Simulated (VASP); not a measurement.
# Cu2O (Pn-3m) in VASP: a series of runs, part 2 of 2

VASP 6.6.1.

## 3. Relaxation of the atoms, r2SCAN

This run uses another cell than the first one, of 13.00 Å³/atom.

POSCAR reads:

```
Cu2O
1.0
    4.2725993300      0.0000000000      0.0000000000
    0.0000000000      4.2725993300      0.0000000000
    0.0000000000      0.0000000000      4.2725993300
Cu O
4 2
Direct
    0.2500000000      0.2500000000      0.2500000000
    0.2500000000      0.7500000000      0.7500000000
    0.7500000000      0.7500000000      0.2500000000
    0.7500000000      0.2500000000      0.7500000000
    0.0000000000      0.0000000000      0.0000000000
    0.5000000000      0.5000000000      0.5000000000
```

INCAR.step1 reads:

```
PREC     = Accurate       # precision mode
ENCUT    = 580            # plane-wave cutoff, eV
ISMEAR   = -1             # smearing method
SIGMA    = 0.02           # smearing width, eV
LREAL    = F              # projectors in reciprocal space
LASPH    = T              # aspherical terms in the spheres
NELM     = 120            # most SCF steps
GGA      = PE             # functional
ALGO     = Normal         # electronic algorithm
EDIFF    = 1E-5           # SCF threshold, eV
LWAVE    = T              # write WAVECAR
LCHARG   = F              # write CHGCAR
GGA_COMPAT= F            
IBRION   = 2              # ionic algorithm
EDIFFG   = -0.01          # ionic threshold
NELMIN   = 4            
NSW      = 100            # ionic steps
KPAR     = 4
```

INCAR.step2 reads:

```
PREC     = Accurate       # precision mode
ENCUT    = 580            # plane-wave cutoff, eV
EDIFF    = 1E-7           # SCF threshold, eV
ISMEAR   = -1             # smearing method
SIGMA    = 0.02           # smearing width, eV
LREAL    = F              # projectors in reciprocal space
LASPH    = T              # aspherical terms in the spheres
NELM     = 120            # most SCF steps
ALGO     = Normal         # electronic algorithm
ISIF     = 2              # what is computed and relaxed
LWAVE    = F              # write WAVECAR
LCHARG   = F              # write CHGCAR
METAGGA  = R2SCAN         # meta-GGA
LMIXTAU  = T            
IBRION   = 2              # ionic algorithm
NSW      = 50             # ionic steps
EDIFFG   = -0.01          # ionic threshold
ISTART   = 1            
GGA_COMPAT= F            
NELMIN   = 4            
KPAR     = 4
```

KPOINTS reads:

```
regular mesh
0
Gamma
  8 8 8
```

Potentials or basis: VASP PAW PBE potentials, release 64 (Cu, O).

Started as:

```bash
$ cat potpaw_PBE.64/Cu/POTCAR potpaw_PBE.64/O/POTCAR > POTCAR
$ cp INCAR.step1 INCAR
$ mpirun -np 4 vasp_std > vasp.out
$ cp INCAR.step2 INCAR
$ mpirun -np 4 vasp_std > vasp.out
```

OUTCAR:

```text
PREC = Accurate
   ENCUT = 580
   EDIFF = 1E-7
   ISMEAR = -1
   LREAL = F
   LASPH = T
   NELM = 120
   ISIF = 2
   METAGGA = R2SCAN
   IBRION = 2
   NSW = 50
   EDIFFG = -0.01
   ISTART = 1
   NELMIN = 4

 ion  position               nearest neighbor table
   1  0.250  0.250  0.250-   5 1.85   6 1.85
   2  0.250  0.750  0.750-   5 1.85   6 1.85
   3  0.750  0.750  0.250-   5 1.85   6 1.85
   4  0.750  0.250  0.750-   5 1.85   6 1.85
   5  0.000  0.000  0.000-   1 1.85   2 1.85   3 1.85   4 1.85
   6  0.500  0.500  0.500-   1 1.85   2 1.85   3 1.85   4 1.85

  LATTYP: Found a simple cubic cell.
 ALAT       =     4.2725993300

  Lattice vectors:

 A1 = (   4.2725993300,   0.0000000000,   0.0000000000)
 A2 = (   0.0000000000,   4.2725993300,   0.0000000000)
 A3 = (   0.0000000000,   0.0000000000,   4.2725993300)

Analysis of symmetry for initial positions (statically):
=====================================================================
 Subroutine PRICEL returns:
 Original cell was already a primitive cell.

 Routine SETGRP: Setting up the symmetry group for a
 simple cubic supercell.

 Subroutine GETGRP returns: Found 48 space group operations
 (whereof 24 operations were pure point group operations)
 out of a pool of 48 trial point group operations.

The static configuration has the point symmetry T_d .
 The point group associated with its full space group is O_h .

Analysis of symmetry for dynamics (positions and initial velocities):
=====================================================================
 Subroutine PRICEL returns:
 Original cell was already a primitive cell.

 Routine SETGRP: Setting up the symmetry group for a
 simple cubic supercell.

 Subroutine GETGRP returns: Found 48 space group operations
 (whereof 24 operations were pure point group operations)
 out of a pool of 48 trial point group operations.

The dynamic configuration has the point symmetry T_d .
 The point group associated with its full space group is O_h .

 Subroutine INISYM returns: Found 48 space group operations
 (whereof 24 operations are pure point group operations),
 and found     1 'primitive' translations

----------------------------------------------------------------------------------------

                                     Primitive cell

  volume of cell :      77.9967

  direct lattice vectors                    reciprocal lattice vectors
     4.272599330  0.000000000  0.000000000     0.234049562  0.000000000  0.000000000
     0.000000000  4.272599330  0.000000000     0.000000000  0.234049562  0.000000000
     0.000000000  0.000000000  4.272599330     0.000000000  0.000000000  0.234049562

  length of vectors
     4.272599330  4.272599330  4.272599330     0.234049562  0.234049562  0.234049562

  position of ions in fractional coordinates (direct lattice)
     0.250000000  0.250000000  0.250000000
     0.250000000  0.750000000  0.750000000
     0.750000000  0.750000000  0.250000000
     0.750000000  0.250000000  0.750000000
     0.000000000  0.000000000  0.000000000
     0.500000000  0.500000000  0.500000000

  ion indices of the primitive-cell ions
   primitive index   ion index
                 1           1
                 2           2
                 3           3
[... 26 lines left out ...]
 ===========================================

 Found     35 irreducible k-points:

 Following reciprocal coordinates:
            Coordinates               Weight
  0.000000  0.000000  0.000000      1.000000
  0.125000  0.000000  0.000000      6.000000
  0.250000  0.000000  0.000000      6.000000
  0.375000  0.000000  0.000000      6.000000
  0.500000  0.000000  0.000000      3.000000
  0.125000  0.125000  0.000000     12.000000
[... 16 lines left out ...]
  0.375000  0.375000  0.125000     24.000000
  0.500000  0.375000  0.125000     24.000000
 [... further k-points ...]
   k-points           NKPTS =     35   k-points in BZ     NKDIM =     35   number of bands    NBANDS=     33
   number of dos      NEDOS =    301   number of ions     NIONS =      6
   total plane-waves  NPLWV =  46656
   dimension x,y,z NGX =    36 NGY =   36 NGZ =   36
   dimension x,y,z NGXF=    72 NGYF=   72 NGZF=   72
   ions per type =               4   2
   NGX,Y,Z   is equivalent  to a cutoff of  14.01, 14.01, 14.01 a.u.
   NGXF,Y,Z  is equivalent  to a cutoff of  28.02, 28.02, 28.02 a.u.
 SYSTEM =  unknown system
   PREC   = accura    normal or accurate (medium, high low for compatibility)
   ISTART =      1    job   : 0-new  1-cont  2-samecut
   ICHARG =      0    charge: 1-file 2-atom 10-const
   ISPIN  =      1    spin polarized calculation?
   LNONCOLLINEAR =      F non collinear calculations
   LSORBIT =      F    spin-orbit coupling
   LASPH  =      T    aspherical Exc in radial PAW
   ENCUT  =  580.0 eV  42.63 Ry    6.53 a.u.   8.39  8.39  8.39*2*pi/ulx,y,z
   NELM   =    120;   NELMIN=  4; NELMDL=  0     # of ELM steps
   EDIFF  = 0.1E-06   stopping-criterion for ELM
   LREAL  =      F    real-space projection
   EDIFFG = -.1E-01   stopping-criterion for IOM
   NSW    =     50    number of steps for IOM
   IBRION =      2    ionic relax: 0-MD 1-quasi-New 2-CG
   NFREE  =      1    steps in history (QN), initial steepest desc. (CG)
   ISIF   =      2    stress and relaxation
   ISYM   =      2    0-nonsym 1-usesym 2-fastsym
   POTIM  = 0.5000    time-step for ionic-motion
   TEBEG  =    0.0;   TEEND  =   0.0 temperature during run
   PSTRESS=    0.0 pullay stress
   NELECT =      56.0000    total number of electrons
   NUPDOWN=      -1.0000    fix difference up-down
   EMIN   =  10.00;   EMAX   =-10.00  energy-range for DOS
   EFERMI =   0.00;   METHOD = LEGACY
   ISMEAR =    -1;   SIGMA  =   0.02  broadening in eV -4-tet -1-fermi 0-gaus
   EFERMI_NEDOS =   21; number of points for ismear=-14 and -15
   IALGO  =     38    algorithm
   IMIX   =      4    mixing-type and parameters
     AMIX     =   0.40;   BMIX     =  1.00
     AMIX_MAG =   1.60;   BMIX_MAG =  1.00
  volume/ion in A,a.u.               =      13.00        87.72
  Fermi-wavevector in a.u.,A,eV,Ry     =   1.465926  2.770198 29.238085  2.148939
  Thomas-Fermi vector in A             =   2.581725
   LORBIT       =      0    0 simple, 1 ext, 2 COOP (PROOUT), +10 PAW based schemes
   METAGGA = R2SCAN    functional components
   LHFCALC =     F    Hartree Fock is set to
   AEXX    =    0.0000 exact exchange contribution
   IVDW    =     0    specifies the selected vdW correction
   LEPSILON=     F    determine dielectric tensor
   LRPA    =     F    only Hartree local field effects (RPA)
 conjugate gradient relaxation of ions
 non-spin polarized calculation
  energy-cutoff  :      580.00
  volume of cell :       78.00
 maximum number of plane-waves:      2517
 NGX is ok and might be reduce to    36
   NGX = 17   NGY = 17   NGZ = 17

 number of electron      55.9999969 magnetization

 Free energy of the ion-electron system (eV)
  ---------------------------------------------------
  ext. energy  EPLUGINS =         0.00000000
  ---------------------------------------------------
  free energy    TOTEN  =       -58.21179628 eV

  energy without entropy =      -58.21179628  energy(sigma->0) =      -58.21179628

 E-fermi :   4.8808     XC(G=0): -11.5819

 val. band max:        4.4940315572   @ k =   0.0000   0.0000   0.0000
 cond. band min:       5.2397322411   @ k =   0.0000   0.0000   0.0000
 fundamental gap:      0.7457006840
 Fermi energy:         4.8807764579

 k-point     1 :       0.0000    0.0000    0.0000
  band No.  band energies     occupation
      1     -16.7320      2.00000
      2     -16.0435      2.00000
      3      -2.8804      2.00000
      4      -2.8804      2.00000
      5      -2.8804      2.00000
      6      -0.4711      2.00000
[... 853 lines left out ...]
     32       8.6653      0.00000
     33      10.7609      0.00000

 [... further k-points ...]
[... 5 lines left out ...]
  --------------------------------------------------------------------------------------
  -------------------------------------------------------------------------------------
  Total       -0.6946732     -0.6946732     -0.6946732      0.0000000      0.0000000      0.0000000
  in kB      -14.2696938    -14.2696938    -14.2696938      0.0000000      0.0000000      0.0000000
  external PRESSURE =     -14.2696938 kB  Pullay stress =       0.0000000 kB

 VOLUME and BASIS-vectors are now :
 -----------------------------------------------------------------------------
  energy-cutoff  :      580.00
  volume of cell :       78.00
      direct lattice vectors                 reciprocal lattice vectors
     4.272599330  0.000000000  0.000000000     0.234049562  0.000000000  0.000000000
     0.000000000  4.272599330  0.000000000     0.000000000  0.234049562  0.000000000
     0.000000000  0.000000000  4.272599330     0.000000000  0.000000000  0.234049562

 POSITION                                       TOTAL-FORCE (eV/Angst)
 -----------------------------------------------------------------------------------
      1.06815      1.06815      1.06815         0.000000     -0.000000      0.000000
      1.06815      3.20445      3.20445        -0.000000     -0.000000     -0.000000
      3.20445      3.20445      1.06815        -0.000000      0.000000     -0.000000
      3.20445      1.06815      3.20445         0.000000     -0.000000      0.000000
      0.00000      0.00000      0.00000         0.000000      0.000000     -0.000000
      2.13630      2.13630      2.13630         0.000000      0.000000     -0.000000
 -----------------------------------------------------------------------------------
    total drift:                                0.000000      0.000000      0.000000

  FREE ENERGIE OF THE ION-ELECTRON SYSTEM (eV)
  ---------------------------------------------------
  free  energy   TOTEN  =       -58.2117962812 eV

  energy  without entropy=      -58.2117962811  energy(sigma->0) =      -58.21179628

 reached required accuracy - stopping structural energy minimisation
```

Run time: 77 s. Hardware: 4 MPI ranks of Oxide Virtual Turin-like, shared host; peak memory 0.24 GiB.

What came out:

| Quantity | Value |
| --- | --- |
| Free energy | -58.2118 eV |
| Pressure after relaxing | -1.4 GPa |
| Band gap on the k mesh | 0.75 eV |

Final structure:
```cif
data_structure
_symmetry_space_group_name_H-M 'P 1'
_symmetry_Int_Tables_number 1
_cell_length_a 4.2726
_cell_length_b 4.2726
_cell_length_c 4.2726
_cell_angle_alpha 90.000
_cell_angle_beta 90.000
_cell_angle_gamma 90.000
_cell_volume 78.00
loop_
_atom_site_label
_atom_site_type_symbol
_atom_site_fract_x
_atom_site_fract_y
_atom_site_fract_z
_atom_site_occupancy
Cu1 Cu 0.25000 0.25000 0.25000 1
Cu2 Cu 0.25000 0.75000 0.75000 1
Cu3 Cu 0.75000 0.75000 0.25000 1
Cu4 Cu 0.75000 0.25000 0.75000 1
O1 O 0.00000 0.00000 0.00000 1
O2 O 0.50000 0.50000 0.50000 1
```

Caveat: the relaxation stopped at its first step, so nothing moved; semilocal functionals underestimate gaps, and a narrow one can read as zero; the PAW data sets were made with another functional, which shifts forces and pressure a little. A k mesh can miss the band edges.
